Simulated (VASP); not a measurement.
# Al (Fm-3m) in VASP: notebook

Al is run at these levels: PBE; tasks: single point.

All numbers are computed with VASP 6.6.1; they aren't measurements. Logs are shortened: lines on timing, memory, paths and dates and some standing lists are left out, and cuts for length are marked.

## (1) The cell of the first run

It takes space group Fm-3m (No. 225, cubic). Conventional cell: a = 4.045 Å, b = 4.045 Å, c = 4.045 Å, α = 90.00°, β = 90.00°, γ = 90.00°. Within 3.8 Å of Al (site symmetry m-3m) lie 12 Al at 2.86 Å.

## (2) Single point, PBE (16.54 Å³/atom)

Input file INCAR:

```
PREC = Accurate ; ENCUT = 520
EDIFF = 1E-6 ; ISMEAR = 0
SIGMA = 0.05 ; LREAL = F
LASPH = T ; NELM = 60
ALGO = Normal ; ISIF = 2
LWAVE = F ; LCHARG = F
GGA = PE ; NBANDS = 8
```

Input file KPOINTS:

```
Automatic mesh
0
Gamma
  18 18 18
```

Input file POSCAR:

```
Al
1.0
    0.0000000000      2.0222963920      2.0222963920
    2.0222963920      0.0000000000      2.0222963920
    2.0222963920      2.0222963920      0.0000000000
Al
1
Direct
    0.0000000000      0.0000000000      0.0000000000
```

Potentials or basis: VASP PAW PBE potentials, release 64 (Al).

On the command line:

```bash
cat potpaw_PBE.64/Al/POTCAR > POTCAR
mpirun -np 1 vasp_std > vasp.out
```

OUTCAR:

```text
PREC = Accurate
   ENCUT = 520
   EDIFF = 1E-6
   ISMEAR = 0
   LREAL = F
   LASPH = T
   NELM = 60
   ISIF = 2
   GGA = PE

 ion  position               nearest neighbor table
   1  0.000  0.000  0.000-

  LATTYP: Found a face centered cubic cell.
 ALAT       =     4.0445927840

  Lattice vectors:

 A1 = (   0.0000000000,   2.0222963920,   2.0222963920)
 A2 = (   2.0222963920,   0.0000000000,   2.0222963920)
 A3 = (   2.0222963920,   2.0222963920,   0.0000000000)

Analysis of symmetry for initial positions (statically):
=====================================================================
 Subroutine PRICEL returns:
 Original cell was already a primitive cell.

 Routine SETGRP: Setting up the symmetry group for a
 face centered cubic supercell.

 Subroutine GETGRP returns: Found 48 space group operations
 (whereof 48 operations were pure point group operations)
 out of a pool of 48 trial point group operations.

The static configuration has the point symmetry O_h .

Analysis of symmetry for dynamics (positions and initial velocities):
=====================================================================
 Subroutine PRICEL returns:
 Original cell was already a primitive cell.

 Routine SETGRP: Setting up the symmetry group for a
 face centered cubic supercell.

 Subroutine GETGRP returns: Found 48 space group operations
 (whereof 48 operations were pure point group operations)
 out of a pool of 48 trial point group operations.

The dynamic configuration has the point symmetry O_h .

 Subroutine INISYM returns: Found 48 space group operations
 (whereof 48 operations are pure point group operations),
 and found     1 'primitive' translations

----------------------------------------------------------------------------------------

                                     Primitive cell

  volume of cell :      16.5411

  direct lattice vectors                    reciprocal lattice vectors
     0.000000000  2.022296392  2.022296392    -0.247243679  0.247243679  0.247243679
     2.022296392  0.000000000  2.022296392     0.247243679 -0.247243679  0.247243679
     2.022296392  2.022296392  0.000000000     0.247243679  0.247243679 -0.247243679

  length of vectors
     2.859958985  2.859958985  2.859958985     0.428238614  0.428238614  0.428238614

  position of ions in fractional coordinates (direct lattice)
     0.000000000  0.000000000  0.000000000

  ion indices of the primitive-cell ions
   primitive index   ion index
                 1           1

----------------------------------------------------------------------------------------

 KPOINTS: Automatic mesh

Automatic generation of k-mesh.
 Grid dimensions read from file:
 generate k-points for:   18   18   18

 Generating k-lattice:

  Cartesian coordinates                     Fractional coordinates (reciprocal lattice)
    -0.013735760  0.013735760  0.013735760     0.055555556  0.000000000  0.000000000
     0.013735760 -0.013735760  0.013735760     0.000000000  0.055555556  0.000000000
     0.013735760  0.013735760 -0.013735760     0.000000000  0.000000000  0.055555556

  Length of vectors
     0.023791034  0.023791034  0.023791034

  Shift w.r.t. Gamma in fractional coordinates (k-lattice)
     0.000000000  0.000000000  0.000000000

 Subroutine IBZKPT returns following result:
 ===========================================

 Found    195 irreducible k-points:

 Following reciprocal coordinates:
            Coordinates               Weight
  0.000000  0.000000  0.000000      1.000000
  0.055556  0.000000  0.000000      8.000000
  0.111111  0.000000  0.000000      8.000000
  0.166667  0.000000  0.000000      8.000000
  0.222222  0.000000  0.000000      8.000000
  0.277778  0.000000  0.000000      8.000000
[... 16 lines left out ...]
 -0.277778  0.055556  0.000000     24.000000
 -0.222222  0.055556  0.000000     24.000000
 [... further k-points ...]
   k-points           NKPTS =    195   k-points in BZ     NKDIM =    195   number of bands    NBANDS=      8
   number of dos      NEDOS =    301   number of ions     NIONS =      1
   total plane-waves  NPLWV =  13824
   dimension x,y,z NGX =    24 NGY =   24 NGZ =   24
   dimension x,y,z NGXF=    48 NGYF=   48 NGZF=   48
   ions per type =               1
   NGX,Y,Z   is equivalent  to a cutoff of  13.95, 13.95, 13.95 a.u.
   NGXF,Y,Z  is equivalent  to a cutoff of  27.90, 27.90, 27.90 a.u.
 SYSTEM =  unknown system
   PREC   = accura    normal or accurate (medium, high low for compatibility)
   ISTART =      0    job   : 0-new  1-cont  2-samecut
   ICHARG =      2    charge: 1-file 2-atom 10-const
   ISPIN  =      1    spin polarized calculation?
   LNONCOLLINEAR =      F non collinear calculations
   LSORBIT =      F    spin-orbit coupling
   LASPH  =      T    aspherical Exc in radial PAW
   ENCUT  =  520.0 eV  38.22 Ry    6.18 a.u.   5.32  5.32  5.32*2*pi/ulx,y,z
   NELM   =     60;   NELMIN=  2; NELMDL= -5     # of ELM steps
   EDIFF  = 0.1E-05   stopping-criterion for ELM
   LREAL  =      F    real-space projection
   EDIFFG = 0.1E-04   stopping-criterion for IOM
   NSW    =      0    number of steps for IOM
   IBRION =     -1    ionic relax: 0-MD 1-quasi-New 2-CG
   NFREE  =      0    steps in history (QN), initial steepest desc. (CG)
   ISIF   =      2    stress and relaxation
   ISYM   =      2    0-nonsym 1-usesym 2-fastsym
   POTIM  = 0.5000    time-step for ionic-motion
   TEBEG  =    0.0;   TEEND  =   0.0 temperature during run
   PSTRESS=    0.0 pullay stress
   NELECT =       3.0000    total number of electrons
   NUPDOWN=      -1.0000    fix difference up-down
   EMIN   =  10.00;   EMAX   =-10.00  energy-range for DOS
   EFERMI =   0.00;   METHOD = LEGACY
   ISMEAR =     0;   SIGMA  =   0.05  broadening in eV -4-tet -1-fermi 0-gaus
   EFERMI_NEDOS =   21; number of points for ismear=-14 and -15
   IALGO  =     38    algorithm
   IMIX   =      4    mixing-type and parameters
     AMIX     =   0.40;   BMIX     =  1.00
     AMIX_MAG =   1.60;   BMIX_MAG =  1.00
  volume/ion in A,a.u.               =      16.54       111.62
  Fermi-wavevector in a.u.,A,eV,Ry     =   0.926674  1.751160 11.683666  0.858725
  Thomas-Fermi vector in A             =   2.052662
   LORBIT       =      0    0 simple, 1 ext, 2 COOP (PROOUT), +10 PAW based schemes
   GGA     = PE    functional components
   LHFCALC =     F    Hartree Fock is set to
   AEXX    =    0.0000 exact exchange contribution
   IVDW    =     0    specifies the selected vdW correction
   LEPSILON=     F    determine dielectric tensor
   LRPA    =     F    only Hartree local field effects (RPA)
 non-spin polarized calculation
 Gauss-broadening in eV      SIGMA  =   0.05
  energy-cutoff  :      520.00
  volume of cell :       16.54
 maximum number of plane-waves:       459
 NGX is ok and might be reduce to    24
   NGX = 11   NGY = 11   NGZ = 11

 number of electron       3.0000000 magnetization

 Free energy of the ion-electron system (eV)
  ---------------------------------------------------
  ext. energy  EPLUGINS =         0.00000000
  ---------------------------------------------------
  free energy    TOTEN  =        -3.74323188 eV

  energy without entropy =       -3.74214134  energy(sigma->0) =       -3.74268661

 E-fermi :   7.9635     XC(G=0): -10.1875

 val. band max:        7.9600950782   @ k =  -0.2778   0.2778   0.0556
 cond. band min:       7.9685173870   @ k =  -0.2778   0.5000   0.2222
 fundamental gap:      0.0084223088
 Fermi energy:         7.9634756866

 k-point     1 :       0.0000    0.0000    0.0000
  band No.  band energies     occupation
      1      -3.1430      2.00000
      2      20.5797      0.00000
      3      20.5797      0.00000
      4      20.5797      0.00000
      5      22.0530      0.00000
      6      22.0530      0.00000
      7      22.0530      0.00000
      8      24.4220      0.00000

 k-point     2 :       0.0556    0.0000    0.0000
  band No.  band energies     occupation
      1      -3.0592      2.00000
      2      19.0605      0.00000
      3      20.2653      0.00000
      4      20.2653      0.00000
      5      22.4978      0.00000
      6      22.4978      0.00000
      7      22.6322      0.00000
      8      25.3025      0.00000

 k-point     3 :       0.1111    0.0000    0.0000
  band No.  band energies     occupation
      1      -2.8082      2.00000
      2      16.8405      0.00000
      3      19.7522      0.00000
      4      19.7522      0.00000
      5      22.6978      0.00000
      6      23.3712      0.00000
      7      23.3712      0.00000
      8      25.8681      0.00000

 k-point     4 :       0.1667    0.0000    0.0000
  band No.  band energies     occupation
      1      -2.3908      2.00000
      2      14.6066      0.00000
      3      19.3062      0.00000
      4      19.3062      0.00000
      5      22.5368      0.00000
      6      23.9747      0.00000
      7      23.9747      0.00000
      8      25.2248      0.00000

 k-point     5 :       0.2222    0.0000    0.0000
  band No.  band energies     occupation
      1      -1.8085      2.00000
      2      12.4486      0.00000
      3      18.9788      0.00000
      4      18.9788      0.00000
      5      22.3673      0.00000
      6      23.2084      0.00000
      7      23.2084      0.00000
      8      26.1569      0.00000
[... 177 lines left out ...]
 k-point    22 :      -0.3333    0.0556    0.0000
  band No.  band energies     occupation
      1       0.2521      2.00000
      2       7.9219      1.76044
      3      17.0643      0.00000
      4      19.8615      0.00000
      5      20.0533      0.00000
      6      21.4166      0.00000
      7      22.9442      0.00000
      8      25.8241      0.00000

 k-point    23 :      -0.2778    0.0556    0.0000
  band No.  band energies     occupation
      1      -0.7058      2.00000
      2       9.8041      0.00000
      3      17.0817      0.00000
      4      19.9469      0.00000
      5      20.8487      0.00000
      6      22.2800      0.00000
      7      22.8962      0.00000
      8      26.6132      0.00000

 k-point    24 :      -0.2222    0.0556    0.0000
  band No.  band energies     occupation
      1      -1.5044      2.00000
      2      11.8096      0.00000
      3      17.2435      0.00000
      4      20.0905      0.00000
      5      21.8341      0.00000
      6      22.8824      0.00000
      7      23.3286      0.00000
      8      25.5289      0.00000

 [... further k-points ...]

------------------------ aborting loop because EDIFF is reached ----------------------------------------

  FORCE on cell =-STRESS in cart. coord.  units (eV):
  Direction    XX          YY          ZZ          XY          YZ          ZX
  --------------------------------------------------------------------------------------
  -------------------------------------------------------------------------------------
  Total       -0.0180924     -0.0180924     -0.0180924     -0.0000000     -0.0000000     -0.0000000
  in kB       -1.7524394     -1.7524394     -1.7524394     -0.0000000     -0.0000000     -0.0000000
  external PRESSURE =      -1.7524394 kB  Pullay stress =       0.0000000 kB

 VOLUME and BASIS-vectors are now :
 -----------------------------------------------------------------------------
  energy-cutoff  :      520.00
  volume of cell :       16.54
      direct lattice vectors                 reciprocal lattice vectors
     0.000000000  2.022296392  2.022296392    -0.247243679  0.247243679  0.247243679
     2.022296392  0.000000000  2.022296392     0.247243679 -0.247243679  0.247243679
     2.022296392  2.022296392  0.000000000     0.247243679  0.247243679 -0.247243679

 POSITION                                       TOTAL-FORCE (eV/Angst)
 -----------------------------------------------------------------------------------
      0.00000      0.00000      0.00000        -0.000000      0.000000      0.000000
 -----------------------------------------------------------------------------------
    total drift:                               -0.000000      0.000000     -0.000000

  FREE ENERGIE OF THE ION-ELECTRON SYSTEM (eV)
  ---------------------------------------------------
  free  energy   TOTEN  =        -3.7432318810 eV

  energy  without entropy=       -3.7421413356  energy(sigma->0) =       -3.74268661
```

It took 14 s on 1 thread of AMD EPYC 9R45 (Zen 5), shared host; peak memory 0.11 GiB.

What came out:

| Property | Result |
| --- | --- |
| Free energy | -3.7432 eV |
| Pressure | -0.2 GPa |
| Band gap on the k mesh | zero (an odd number of electrons rules out a gap without spin polarisation) |

## (3) Single point, PBE (16.51 Å³/atom)

Input file INCAR:

```
PREC = Accurate
ENCUT = 520
EDIFF = 1E-7
ISMEAR = 0
SIGMA = 0.05
LREAL = False
LASPH = True
NELM = 100
ALGO = Normal
ISIF = 2
LWAVE = False
LCHARG = True
GGA = PE
LELF = True
LVHAR = True
NBANDS = 8
```

Input file KPOINTS:

```
regular mesh
0
Gamma
  18 18 18
```

Input file POSCAR:

```
Al
1.0
    0.0000000000      2.0210630921      2.0210630921
    2.0210630921      0.0000000000      2.0210630921
    2.0210630921      2.0210630921      0.0000000000
Al
1
Direct
    0.0000000000      0.0000000000      0.0000000000
```

Potentials or basis: VASP PAW PBE potentials, release 64 (Al).

On the command line:

```bash
cat potpaw_PBE.64/Al/POTCAR > POTCAR
mpirun -np 1 vasp_std > vasp.out
```

It took 17 s on 1 thread of AMD EPYC 9R45 (Zen 5), shared host; peak memory 0.11 GiB.

The run converged. Its results:

```yaml
Free_energy: -3.7433 eV
Pressure: 0.0 GPa
Band_gap_on_the_k_mesh: zero (an odd number of electrons rules out a gap without spin polarisation)
```

Levels at points of the mesh, in eV from the Fermi level:
```csv
k point,band 1,band 2,band 3,band 4
"(0.00, 0.00, 0.00)",-11.12,12.63,12.63,12.63
"(0.50, 0.00, 0.00)",-4.58,-4.37,11.41,11.41
"(0.50, 0.50, 0.00)",-2.91,-1.59,5.27,5.60
```

## (4) Single point, PBE

Input file INCAR:

```
SYSTEM = Al
PREC = Accurate
ENCUT = 520
EDIFF = 1E-6
ISMEAR = 0
SIGMA = 0.05
LREAL = .FALSE.
LASPH = .TRUE.
NELM = 80
ALGO = Normal
ISIF = 2
LWAVE = .FALSE.
LCHARG = .FALSE.
GGA = PE
NBANDS = 8
```

Input file KPOINTS:

```
Automatic mesh
0
G
  18 18 18
  0 0 0
```

POSCAR is that of step 3.

On the command line:

```bash
cat potpaw_PBE.64/Al/POTCAR > POTCAR
mpirun -np 1 vasp_std > vasp.out
```

It took 14 s on 1 thread of AMD EPYC 9R45 (Zen 5), shared host; peak memory 0.11 GiB.

The run converged. Its results:

- Free energy: -3.7433 eV
- Pressure: 0.0 GPa
- Band gap on the k mesh: zero (an odd number of electrons rules out a gap without spin polarisation)

Levels at points of the mesh, in eV from the Fermi level:
```csv
k point,band 1,band 2,band 3,band 4,band 5
"(0.00, 0.00, 0.00)",-11.12,12.63,12.63,12.63,14.11
"(0.50, 0.00, 0.00)",-4.58,-4.37,11.41,11.41,11.47
"(0.50, 0.50, 0.00)",-2.91,-1.59,5.27,5.60,5.60
```
